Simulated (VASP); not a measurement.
# Rh (P-3m1) in VASP: single point with PBEsol

Aim: the single point of Rh with PBEsol.

All numbers are computed with VASP 6.6.1; they aren't measurements. Logs are shortened: lines on timing, memory, paths and dates and some standing lists are left out, and cuts for length are marked.

## 1. The cell of the first run

The structure is trigonal, space group P-3m1 (No. 164). Conventional cell: a = 2.673 Å, b = 2.673 Å, c = 16.094 Å, α = 90.00°, β = 90.00°, γ = 120.00°. Rh (site symmetry 3m) has 9 Rh at 2.67 Å within 3.5 Å. Within 3.5 Å of Rh (site symmetry 3m) lie 12 Rh at 2.67 Å. Rh (site symmetry 3m) has 12 Rh at 2.67 Å within 3.5 Å.

## 2. Single point, PBEsol (the distance across one plane changed)

INCAR reads:

```
ALGO = Fast
EDIFF = 1E-6
ENCUT = 520
GGA = PS
ISIF = 2
ISMEAR = 0
LASPH = True
LCHARG = False
LREAL = False
LWAVE = False
NBANDS = 54
NELM = 60
PREC = Accurate
SIGMA = 0.15
```

KPOINTS reads:

```
k-points
0
Gamma
  25 25 5
```

POSCAR reads:

```
Rh
1.0
    1.8899965795     -1.8899965795      0.0000000000
    1.8899965795      0.0000000000     -1.8899965795
    9.2920371256      9.2920371256      9.2920371256
Rh
6
Direct
    0.6666666667      0.6666666667      0.0677863047
    0.0000000000      0.0000000000      0.7457849516
    0.3333333333      0.3333333333      0.2033860341
    0.6666666667      0.6666666667      0.4745854929
    0.0000000000      0.0000000000      0.3389857635
    0.3333333333      0.3333333333      0.6101852223
```

Potentials or basis: VASP PAW PBE potentials, release 64 (Rh_pv).

On the command line:

```
$ cat potpaw_PBE.64/Rh_pv/POTCAR > POTCAR
$ mpirun -np 1 vasp_std > vasp.out
```

OUTCAR:

```text
EDIFF = 1E-6
   ENCUT = 520
   GGA = PS
   ISIF = 2
   ISMEAR = 0
   LASPH = True
   LREAL = False
   NELM = 60
   PREC = Accurate

 ion  position               nearest neighbor table
   1  0.667  0.667  0.068-   3 2.67   3 2.67   3 2.67
   2  0.000  0.000  0.746-   6 2.67   6 2.67   6 2.67
   3  0.333  0.333  0.203-   5 2.67   1 2.67   1 2.67   5 2.67   5 2.67   1 2.67
   4  0.667  0.667  0.475-   6 2.67   6 2.67   5 2.67   5 2.67   5 2.67   6 2.67
   5  0.000  0.000  0.339-   3 2.67   4 2.67   4 2.67   4 2.67   3 2.67   3 2.67
   6  0.333  0.333  0.610-   2 2.67   2 2.67   2 2.67   4 2.67   4 2.67   4 2.67

  LATTYP: Found a hexagonal cell.
 ALAT       =     2.6728587956
 C/A-ratio  =     6.0213732331

  Lattice vectors:

 A1 = (  -1.8899965795,   0.0000000000,   1.8899965795)
 A2 = (   1.8899965795,  -1.8899965795,   0.0000000000)
 A3 = (   9.2920371256,   9.2920371256,   9.2920371256)

Analysis of symmetry for initial positions (statically):
=====================================================================
 Subroutine PRICEL returns:
 Original cell was already a primitive cell.

 Routine SETGRP: Setting up the symmetry group for a
 hexagonal supercell.

 Subroutine GETGRP returns: Found 12 space group operations
 (whereof  6 operations were pure point group operations)
 out of a pool of 24 trial point group operations.

The static configuration has the point symmetry C_3v.
 The point group associated with its full space group is D_3d.

Analysis of symmetry for dynamics (positions and initial velocities):
=====================================================================
 Subroutine PRICEL returns:
 Original cell was already a primitive cell.

 Routine SETGRP: Setting up the symmetry group for a
 hexagonal supercell.

 Subroutine GETGRP returns: Found 12 space group operations
 (whereof  6 operations were pure point group operations)
 out of a pool of 24 trial point group operations.

The dynamic configuration has the point symmetry C_3v.
 The point group associated with its full space group is D_3d.

 Subroutine INISYM returns: Found 12 space group operations
 (whereof  6 operations are pure point group operations),
 and found     1 'primitive' translations

----------------------------------------------------------------------------------------

                                     Primitive cell

  volume of cell :      99.5759

  direct lattice vectors                    reciprocal lattice vectors
     1.889996579 -1.889996579  0.000000000     0.176367162 -0.352734324  0.176367162
     1.889996579  0.000000000 -1.889996579     0.176367162  0.176367162 -0.352734324
     9.292037126  9.292037126  9.292037126     0.035873009  0.035873009  0.035873009

  length of vectors
     2.672858796  2.672858796 16.094280407     0.432009555  0.432009555  0.062133875

  position of ions in fractional coordinates (direct lattice)
     0.666666667  0.666666667  0.067786305
     0.000000000  0.000000000  0.745784952
     0.333333333  0.333333333  0.203386034
     0.666666667  0.666666667  0.474585493
     0.000000000  0.000000000  0.338985763
     0.333333333  0.333333333  0.610185222

  ion indices of the primitive-cell ions
   primitive index   ion index
                 1           1
                 2           2
                 3           3
                 4           4
                 5           5
                 6           6

----------------------------------------------------------------------------------------

 KPOINTS: k-points

Automatic generation of k-mesh.
 Grid dimensions read from file:
 generate k-points for:   25   25    5

 Generating k-lattice:

  Cartesian coordinates                     Fractional coordinates (reciprocal lattice)
     0.007054686 -0.014109373  0.007054686     0.040000000  0.000000000  0.000000000
     0.007054686  0.007054686 -0.014109373     0.000000000  0.040000000  0.000000000
     0.007174602  0.007174602  0.007174602     0.000000000  0.000000000  0.200000000

  Length of vectors
     0.017280382  0.017280382  0.012426775

  Shift w.r.t. Gamma in fractional coordinates (k-lattice)
     0.000000000  0.000000000  0.000000000

 Subroutine IBZKPT returns following result:
 ===========================================

 Found    299 irreducible k-points:

 Following reciprocal coordinates:
            Coordinates               Weight
  0.000000  0.000000  0.000000      1.000000
  0.040000  0.000000  0.000000      6.000000
  0.080000  0.000000  0.000000      6.000000
  0.120000  0.000000  0.000000      6.000000
  0.160000  0.000000  0.000000      6.000000
  0.200000  0.000000  0.000000      6.000000
[... 16 lines left out ...]
  0.440000  0.040000  0.000000     12.000000
  0.480000  0.040000 -0.000000     12.000000
 [... further k-points ...]
   k-points           NKPTS =    299   k-points in BZ     NKDIM =    299   number of bands    NBANDS=     54
   number of dos      NEDOS =    301   number of ions     NIONS =      6
   total plane-waves  NPLWV =  48000
   dimension x,y,z NGX =    20 NGY =   20 NGZ =  120
   dimension x,y,z NGXF=    40 NGYF=   40 NGZF=  240
   ions per type =               6
   NGX,Y,Z   is equivalent  to a cutoff of  12.44, 12.44, 12.40 a.u.
   NGXF,Y,Z  is equivalent  to a cutoff of  24.88, 24.88, 24.79 a.u.
 SYSTEM =  unknown system
   PREC   = accura    normal or accurate (medium, high low for compatibility)
   ISTART =      0    job   : 0-new  1-cont  2-samecut
   ICHARG =      2    charge: 1-file 2-atom 10-const
   ISPIN  =      1    spin polarized calculation?
   LNONCOLLINEAR =      F non collinear calculations
   LSORBIT =      F    spin-orbit coupling
   LASPH  =      T    aspherical Exc in radial PAW
   ENCUT  =  520.0 eV  38.22 Ry    6.18 a.u.   4.97  4.97 29.92*2*pi/ulx,y,z
   NELM   =     60;   NELMIN=  2; NELMDL= -5     # of ELM steps
   EDIFF  = 0.1E-05   stopping-criterion for ELM
   LREAL  =      F    real-space projection
   EDIFFG = 0.1E-04   stopping-criterion for IOM
   NSW    =      0    number of steps for IOM
   IBRION =     -1    ionic relax: 0-MD 1-quasi-New 2-CG
   NFREE  =      0    steps in history (QN), initial steepest desc. (CG)
   ISIF   =      2    stress and relaxation
   ISYM   =      2    0-nonsym 1-usesym 2-fastsym
   POTIM  = 0.5000    time-step for ionic-motion
   TEBEG  =    0.0;   TEEND  =   0.0 temperature during run
   PSTRESS=    0.0 pullay stress
   NELECT =      90.0000    total number of electrons
   NUPDOWN=      -1.0000    fix difference up-down
   EMIN   =  10.00;   EMAX   =-10.00  energy-range for DOS
   EFERMI =   0.00;   METHOD = LEGACY
   ISMEAR =     0;   SIGMA  =   0.15  broadening in eV -4-tet -1-fermi 0-gaus
   EFERMI_NEDOS =   21; number of points for ismear=-14 and -15
   IALGO  =     68    algorithm
   IMIX   =      4    mixing-type and parameters
     AMIX     =   0.40;   BMIX     =  1.00
     AMIX_MAG =   1.60;   BMIX_MAG =  1.00
  volume/ion in A,a.u.               =      16.60       112.00
  Fermi-wavevector in a.u.,A,eV,Ry     =   1.582842  2.991138 34.087888  2.505389
  Thomas-Fermi vector in A             =   2.682704
   LORBIT       =      0    0 simple, 1 ext, 2 COOP (PROOUT), +10 PAW based schemes
   GGA     = PS    functional components
   LHFCALC =     F    Hartree Fock is set to
   AEXX    =    0.0000 exact exchange contribution
   IVDW    =     0    specifies the selected vdW correction
   LEPSILON=     F    determine dielectric tensor
   LRPA    =     F    only Hartree local field effects (RPA)
 non-spin polarized calculation
 RMM-DIIS sequential band-by-band and
 Gauss-broadening in eV      SIGMA  =   0.15
  energy-cutoff  :      520.00
  volume of cell :       99.58
 maximum number of plane-waves:      2733
   NGX =  9   NGY =  9   NGZ = 59

 number of electron      90.0000005 magnetization

 Free energy of the ion-electron system (eV)
  ---------------------------------------------------
  ext. energy  EPLUGINS =         0.00000000
  ---------------------------------------------------
  free energy    TOTEN  =       -47.00908956 eV

  energy without entropy =      -46.91078287  energy(sigma->0) =      -46.95993622

 E-fermi :   8.8396     XC(G=0): -12.4886

 val. band max:        8.8395521839   @ k =   0.3200   0.1200   0.4000
 cond. band min:       8.8409325246   @ k =   0.3600   0.0000   0.0000
 fundamental gap:      0.0013803408
 Fermi energy:         8.8396391619

 k-point     1 :       0.0000    0.0000    0.0000
  band No.  band energies     occupation
      1     -38.2711      2.00000
      2     -38.1084      2.00000
      3     -37.8780      2.00000
      4     -37.6526      2.00000
      5     -37.6378      2.00000
      6     -37.6378      2.00000
[... 46 lines left out ...]
     53       9.4229      0.00000
     54       9.8496      0.00000

 k-point     2 :       0.0400    0.0000    0.0000
  band No.  band energies     occupation
      1     -38.2677      2.00000
      2     -38.1066      2.00000
      3     -37.8788      2.00000
      4     -37.6607      2.00000
      5     -37.6437      2.00000
      6     -37.6406      2.00000
[... 46 lines left out ...]
     53       9.3746      0.00000
     54      10.0999      0.00000

 k-point     3 :       0.0800    0.0000    0.0000
  band No.  band energies     occupation
      1     -38.2577      2.00000
      2     -38.1016      2.00000
      3     -37.8819      2.00000
      4     -37.6871      2.00000
      5     -37.6659      2.00000
      6     -37.6509      2.00000
[... 46 lines left out ...]
     53       9.3859      0.00000
     54      10.7903      0.00000
[... 1084 lines left out ...]
 k-point    23 :       0.4400    0.0400    0.0000
  band No.  band energies     occupation
      1     -38.2578      2.00000
      2     -38.2251      2.00000
      3     -38.1949      2.00000
      4     -38.1634      2.00000
      5     -37.9661      2.00000
      6     -37.9021      2.00000
[... 46 lines left out ...]
     53      13.2360      0.00000
     54      15.0360      0.00000

 k-point    24 :       0.4800    0.0400   -0.0000
  band No.  band energies     occupation
      1     -38.2833      2.00000
      2     -38.2463      2.00000
      3     -38.2167      2.00000
      4     -38.1903      2.00000
      5     -37.9503      2.00000
      6     -37.9071      2.00000
[... 46 lines left out ...]
     53      13.2062      0.00000
     54      14.3030      0.00000

 [... further k-points ...]
[... 5 lines left out ...]
  --------------------------------------------------------------------------------------
  -------------------------------------------------------------------------------------
  Total       -2.7751161     -2.7751161     -2.7751161      0.2630390      0.2630390      0.2630390
  in kB      -44.6516501    -44.6516501    -44.6516501      4.2323008      4.2323008      4.2323008
  external PRESSURE =     -44.6516501 kB  Pullay stress =       0.0000000 kB

 VOLUME and BASIS-vectors are now :
 -----------------------------------------------------------------------------
  energy-cutoff  :      520.00
  volume of cell :       99.58
      direct lattice vectors                 reciprocal lattice vectors
     1.889996579 -1.889996579  0.000000000     0.176367162 -0.352734324  0.176367162
     1.889996579  0.000000000 -1.889996579     0.176367162  0.176367162 -0.352734324
     9.292037126  9.292037126  9.292037126     0.035873009  0.035873009  0.035873009

 POSITION                                       TOTAL-FORCE (eV/Angst)
 -----------------------------------------------------------------------------------
      3.14987     -0.63012     -0.63012         0.182032      0.182032      0.182032
      6.92986      6.92986      6.92986        -0.182032     -0.182032     -0.182032
      3.14987      1.25987      1.25987        -0.130160     -0.130160     -0.130160
      6.92986      3.14987      3.14987         0.125087      0.125087      0.125087
      3.14987      3.14987      3.14987        -0.125087     -0.125087     -0.125087
      6.92986      5.03986      5.03986         0.130160      0.130160      0.130160
 -----------------------------------------------------------------------------------
    total drift:                                0.000064      0.000064      0.000064

  FREE ENERGIE OF THE ION-ELECTRON SYSTEM (eV)
  ---------------------------------------------------
  free  energy   TOTEN  =       -47.0090895585 eV

  energy  without entropy=      -46.9107828734  energy(sigma->0) =      -46.95993622
```

Wall time 39 min (1 thread of Oxide Virtual Turin-like, shared host); peak memory 0.98 GiB.

What came out:

```yaml
Free_energy: -47.0091 eV
Pressure: -4.5 GPa
Largest_force: 0.315 eV/Å
Band_gap_on_the_k_mesh: zero (bands 45 and 46 overlap by 1.75 eV)
```

Forces in eV/Å, atoms in the order of the input:
```
Rh   0.182  0.182  0.182
Rh  -0.182 -0.182 -0.182
Rh  -0.130 -0.130 -0.130
Rh   0.125  0.125  0.125
Rh  -0.125 -0.125 -0.125
Rh   0.130  0.130  0.130
```

Caveat: the cell differs from its parent crystal (the distance across one plane changed); the cell stands under tension; the PAW data sets were made with another functional, which shifts forces and pressure a little.
